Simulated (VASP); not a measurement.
A run of VASP 6.6.1:

INCAR

```
ALGO = Normal
EDIFF = 1E-6
ENCUT = 520
GGA = PS
ISIF = 2
ISMEAR = 0
LASPH = True
LCHARG = True
LELF = True
LREAL = False
LVHAR = True
LWAVE = False
NBANDS = 18
NELM = 80
PREC = Accurate
SIGMA = 0.1
```

The input KPOINTS:

```
k-points
0
Gamma
  12 12 12
```

Contents of POSCAR:

```
BiTe
1.0
    0.0000000000      3.0367768267      3.0367768267
    3.0367768267      0.0000000000      3.0367768267
    3.0367768267      3.0367768267      0.0000000000
Bi Te
1 1
Direct
    0.0000000000      0.0000000000      0.0000000000
    0.5000000000      0.5000000000      0.5000000000
```

Potentials or basis: VASP PAW PBE potentials, release 64 (Bi_d, Te).

Launch:

```sh
$ cat potpaw_PBE.64/Bi_d/POTCAR potpaw_PBE.64/Te/POTCAR > POTCAR
$ mpirun -np 1 vasp_std > vasp.out
```

Hardware: 1 thread of Intel Xeon 8259CL, on a shared host.

Question: How long does it take, and how much memory?

Answer: Run time: 69 s on 1 thread of Intel Xeon 8259CL (shared host), peak memory 0.22 GiB. Counts: scf iterations 11, k points 72.
